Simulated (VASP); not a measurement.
Here is a VASP 6.6.1 calculation.

File POSCAR:

```
Yb
1.0
    0.0000000000      2.4922780266      2.4922780266
    2.4922780266      0.0000000000      2.4922780266
    2.4922780266      2.4922780266      0.0000000000
Yb
1
Direct
    0.0000000000      0.0000000000      0.0000000000
```

Contents of INCAR.step1:

```
SYSTEM = Yb
ALGO = Normal
EDIFF = 1E-4
ENCUT = 520
GGA = PE
ISMEAR = -1
ISPIN = 2
LASPH = .True.
LCHARG = .False.
LMAXMIX = 6
LREAL = .False.
LWAVE = .True.
MAGMOM = 1
NBANDS = 22
NELM = 150
PREC = Accurate
SIGMA = 0.05
```

The input INCAR.step2:

```
SYSTEM = Yb
ALGO = Normal
EDIFF = 1E-6
ENCUT = 520
ISIF = 2
ISMEAR = -1
ISPIN = 2
ISTART = 1
LASPH = .True.
LCHARG = .False.
LMAXMIX = 6
LMIXTAU = .True.
LORBIT = 11
LREAL = .False.
LWAVE = .False.
MAGMOM = 1
METAGGA = R2SCAN
NBANDS = 22
NELM = 150
PREC = Accurate
SIGMA = 0.05
```

The input KPOINTS:

```
k-points
0
Gamma
  17 17 17
  0 0 0
```

Potentials or basis: VASP PAW PBE potentials, release 64 (Yb).

Launch:

```bash
$ cat potpaw_PBE.64/Yb/POTCAR > POTCAR
$ cp INCAR.step1 INCAR
$ mpirun -np 1 vasp_std > vasp.out
$ cp INCAR.step2 INCAR
$ mpirun -np 1 vasp_std > vasp.out
```

Problem. Predict the pressure.

Solution. 3.1 GPa.

Problem. Estimate the band gap on the k mesh.

Solution. Zero (filled and empty bands overlap).

Problem. Predict the net moment.

Solution. 0.00 μB per cell.

Caveat: the cell stands under pressure; the PAW data sets were made with another functional, which shifts forces and pressure a little; spin-orbit coupling is left out, which moves the levels of the heavy elements. The state reached can hang on the start; a lower one may exist.
